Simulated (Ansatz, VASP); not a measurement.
SrLiH3 in VASP and in Ansatz

```
Li Sr H
1.0
     4.63079    0.00000    0.00000
     0.00000    4.63079    0.00000
     0.00000    0.00000    4.39925
Li Sr H
1 1 3
Direct
  0.00000 0.00000 0.00000
  0.50000 0.50000 0.50000
  0.00000 0.50000 0.50000
  0.50000 0.00000 0.50000
  0.50000 0.50000 0.00000
```

Change from the starting cell: strain +0.000 along x and y, -0.050 along z, atoms carried along.

Alike in both runs: task single point; functional PBE; k mesh 6 × 6 × 6; occupations gaussian, width 0.05 eV; no spin polarisation.

```csv
,VASP,Ansatz
version,VASP 6.6.1,Ansatz 0.2.0
potentials or method,"VASP PAW PBE potentials, release 64 (Li_sv, Sr_sv, H), cutoff 520 eV","scalar-relativistic, plane waves, PAW"
valence electrons in the cell,16,16
```

```csv
,VASP,Ansatz,Ansatz less VASP
gap on the k mesh at the Fermi level (eV),1.47,1.48,+0.006
least direct gap on the mesh (eV),2.05,2.05,+0.002
```

With one functional, cell and mesh, what is left measures potentials, basis and numerics.

Noted on VASP's run: the cutoff is under 1.25 times that of the potentials, so the pressure is a little rough.
